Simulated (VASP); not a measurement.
Wanted: the native input for a VASP 6.6.1 run.

```yaml
Task: single point
Functional: r2SCAN
Potentials_or_basis: VASP PAW PBE potentials, release 64 (Ba_sv, Ti_sv, O)
Cutoff: 520 eV
k_mesh: 8 × 8 × 8
Occupations: gaussian, width 0.05 eV
Spin: no spin polarisation
Dipole_correction: no
Further_INCAR_settings: ALGO = Normal; EDIFF = 1e-06; NBANDS = 28
```

Crystal: BaTiO3.

```
Ba Ti O
1.0
     3.99404    0.00000    0.00000
     0.00000    3.99404    0.00000
     0.00000    0.00000    4.23368
Ba Ti O
1 1 3
Direct
  0.50000 0.50000 0.50000
  0.00000 0.00000 0.00000
  0.50000 0.00000 0.00000
  0.00000 0.50000 0.00000
  0.00000 0.00000 0.50000
```

This cell differs from its parent crystal: strain +0.0600 x Voigt [0, 0, 1, 0, 0, 0].

One way to write it, as run:

POSCAR

```
BaTiO3
1.0
    3.9940382582      0.0000000000      0.0000000000
    0.0000000000      3.9940382582      0.0000000000
    0.0000000000      0.0000000000      4.2336805537
Ba Ti O
1 1 3
Direct
    0.5000000000      0.5000000000      0.5000000000
    0.0000000000      0.0000000000      0.0000000000
    0.5000000000      0.0000000000      0.0000000000
    0.0000000000      0.5000000000      0.0000000000
    0.0000000000      0.0000000000      0.5000000000
```

INCAR.step1

```
SYSTEM = BaTiO3
ALGO = Normal ; EDIFF = 1E-4
ENCUT = 520 ; GGA = PE
ISMEAR = 0 ; LASPH = .TRUE.
LCHARG = .FALSE. ; LREAL = .FALSE.
LWAVE = .TRUE. ; NBANDS = 28
NELM = 80 ; PREC = Accurate
SIGMA = 0.05
```

INCAR.step2

```
SYSTEM = BaTiO3
ALGO = Normal ; EDIFF = 1E-6
ENCUT = 520 ; ISIF = 2
ISMEAR = 0 ; ISTART = 1
LASPH = .TRUE. ; LCHARG = .TRUE.
LELF = .TRUE. ; LMIXTAU = .TRUE.
LREAL = .FALSE. ; LVHAR = .TRUE.
LWAVE = .FALSE. ; METAGGA = R2SCAN
NBANDS = 28 ; NELM = 80
PREC = Accurate ; SIGMA = 0.05
```

KPOINTS

```
k-points
0
G
  8 8 8
  0 0 0
```

Potentials or basis: VASP PAW PBE potentials, release 64 (Ba_sv, Ti_sv, O).

Command:

```console
$ cat potpaw_PBE.64/Ba_sv/POTCAR potpaw_PBE.64/Ti_sv/POTCAR potpaw_PBE.64/O/POTCAR > POTCAR
$ cp INCAR.step1 INCAR
$ mpirun -np 1 vasp_std > vasp.out
$ cp INCAR.step2 INCAR
$ mpirun -np 1 vasp_std > vasp.out
```

It gave:

```yaml
Pressure: -6.9 GPa
Band_gap_on_the_k_mesh: 1.91 eV (least direct gap 2.16 eV)
```

Caveat: the cell differs from its parent crystal (strain +0.0600 x Voigt [0, 0, 1, 0, 0, 0]); the stress differs along the axes, from -13 to -4 GPa; the PAW data sets were made with another functional, which shifts forces and pressure a little; spin-orbit coupling is left out, which moves the levels of the heavy elements.

It took 3.8 min on 1 thread of Intel(R) Xeon(R) 6975P-C (Granite Rapids), with other jobs on the host, peak memory 0.28 GiB.
